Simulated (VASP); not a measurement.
Wanted: the native input for a VASP 6.6.1 run.

| Property | Result |
| --- | --- |
| Task | relaxation of cell and atoms |
| Functional | PBE |
| Potentials or basis | VASP PAW PBE potentials, release 64 (Cu, Se, Ga_d) |
| Cutoff | 600 eV |
| k mesh | 6 × 6 × 4 |
| Occupations | fermi-dirac, width 0.02 eV |
| Spin | no spin polarisation |
| Dipole correction | no |
| Further INCAR settings | ALGO = Normal; EDIFF = 1e-06; IBRION = 2; EDIFFG = -0.005; NSW = 80; ISIF = 3 |

The structure of GaCuSe2 lies in POSCAR:

```
GaCuSe2
1.0
    3.9313493875      0.0000000000      0.0000000000
    0.0000000000      3.9313493875      0.0000000000
    0.0000000000      0.0000000000      5.5597676222
Cu Se Ga
1 2 1
Direct
    0.0000000000      0.0000000000      0.0000000000
    0.0000000000      0.5000000000      0.2500000000
    0.5000000000      0.0000000000      0.7500000000
    0.5000000000      0.5000000000      0.5000000000
```

The input as run:

INCAR

```
SYSTEM = GaCuSe2
PREC = Accurate ; ENCUT = 600
EDIFF = 1E-6 ; ISMEAR = -1
SIGMA = 0.02 ; LREAL = .False.
LASPH = .True. ; NELM = 60
ALGO = Normal ; ISIF = 3
LWAVE = .False. ; LCHARG = .False.
GGA = PE ; IBRION = 2
NSW = 80 ; EDIFFG = -0.005
```

KPOINTS

```
regular mesh
0
Gamma
  6 6 4
  0 0 0
```

Potentials or basis: VASP PAW PBE potentials, release 64 (Cu, Se, Ga_d).

The run is started by

```console
$ cat potpaw_PBE.64/Cu/POTCAR potpaw_PBE.64/Se/POTCAR potpaw_PBE.64/Ga_d/POTCAR > POTCAR
$ mpirun -np 1 vasp_std > vasp.out
```

Results of the run:

* Relaxed volume: 22.72 Å³/atom
* Relaxed cell: a = 3.992 Å, b = 3.992 Å, c = 5.702 Å, α = 90.00°, β = 90.00°, γ = 90.00°
* Space group after relaxing (to 0.05 Å): P-4m2 (No. 115)
* Energy gained by relaxing: 23.9 meV/atom
* Ionic steps: 10
* Pressure after relaxing: 0.0 GPa
* Largest force after relaxing: 0.004 eV/Å
* Band gap on the k mesh: zero (filled and empty bands touch)

Run time: 5.6 min on 1 thread of Oxide Virtual Turin-like Processor, on a shared host, peak memory 0.24 GiB.
